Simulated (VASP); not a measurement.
Wanted: the native input for a VASP 6.6.1 run.

```yaml
Task: single point
Functional: LDA
Potentials_or_basis: VASP PAW LDA potentials, release 64 (W_sv)
Cutoff: 520 eV
k_mesh: 13 × 13 × 13
Occupations: methfessel-paxton, width 0.05 eV
Spin: no spin polarisation
Dipole_correction: no
Further_INCAR_settings: ALGO = Normal; EDIFF = 1e-06; NBANDS = 13
```

The structure of W lies in POSCAR:

```
W
1.0
    0.0000000000      1.9867549477      1.9867549477
    1.9867549477      0.0000000000      1.9867549477
    1.9867549477      1.9867549477      0.0000000000
W
1
Direct
    0.0000000000      0.0000000000      0.0000000000
```

One way to write it, as run:

INCAR

```
SYSTEM = W
PREC     = Accurate       ! precision mode
ENCUT    = 520            ! plane-wave cutoff, eV
EDIFF    = 1E-6           ! SCF threshold, eV
ISMEAR   = 1              ! smearing method
SIGMA    = 0.05           ! smearing width, eV
LREAL    = .FALSE.        ! projectors in reciprocal space
LASPH    = .TRUE.         ! aspherical terms in the spheres
NELM     = 100            ! most SCF steps
ALGO     = Normal         ! electronic algorithm
ISIF     = 2              ! what is computed and relaxed
LWAVE    = .FALSE.        ! write WAVECAR
LCHARG   = .FALSE.        ! write CHGCAR
NBANDS   = 13             ! bands
```

KPOINTS

```
Automatic mesh
0
G
  13 13 13
  0 0 0
```

Potentials or basis: VASP PAW LDA potentials, release 64 (W_sv).

Run with:

```sh
$ cat potpaw_LDA.64/W_sv/POTCAR > POTCAR
$ mpirun -np 1 vasp_std > vasp.out
```

Results of the run:

| Property | Result |
| --- | --- |
| Pressure | 1.8 GPa |
| Band gap on the k mesh | zero (band 7 reaches 14.16 eV, above the bottom of band 8 at 10.35 eV) |

Caveat: spin-orbit coupling is left out, which moves the levels of the heavy elements.

Run time: 6.8 s on 1 thread of Intel(R) Xeon(R) Platinum 8559C (Emerald Rapids), with other jobs on the host, peak memory 0.14 GiB.
